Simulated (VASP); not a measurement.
A run of VASP 6.6.1:

File INCAR:

```
SYSTEM = TaMo4
PREC = Accurate
ENCUT = 520
EDIFF = 1E-6
ISMEAR = 0
SIGMA = 0.1
LREAL = .FALSE.
LASPH = .TRUE.
NELM = 80
ALGO = Normal
ISIF = 2
LWAVE = .FALSE.
LCHARG = .FALSE.
GGA = PE
NBANDS = 42
```

The input KPOINTS:

```
regular mesh
0
G
  4 4 4
  0 0 0
```

POSCAR

```
TaMo4
1.0
    4.6618505539      0.0000000000      0.0000000000
    0.0000000000      4.6618505539      0.0000000000
    0.0000000000      0.0000000000      4.6618505539
Ta Mo
1 4
Direct
    0.5000000000      0.5000000000      0.5000000000
    0.0000000000      0.5000000000      0.5000000000
    0.5000000000      0.0000000000      0.5000000000
    0.5000000000      0.5000000000      0.0000000000
    0.0000000000      0.0000000000      0.0000000000
```

Potentials or basis: VASP PAW PBE potentials, release 64 (Ta_pv, Mo_sv).

Launch:

```console
$ cat potpaw_PBE.64/Ta_pv/POTCAR potpaw_PBE.64/Mo_sv/POTCAR > POTCAR
$ mpirun -np 1 vasp_std > vasp.out
```

Hardware: 1 thread of Intel(R) Xeon(R) Platinum 8259CL CPU @ 2.50GHz (Skylake/Cascade Lake) (shared host).

Task: Estimate the wall time of this run.

Result: It took 52 s on 1 thread of Intel(R) Xeon(R) Platinum 8259CL CPU @ 2.50GHz (Skylake/Cascade Lake) (shared host), peak memory 0.21 GiB. Counts: scf iterations 16, k points 10.
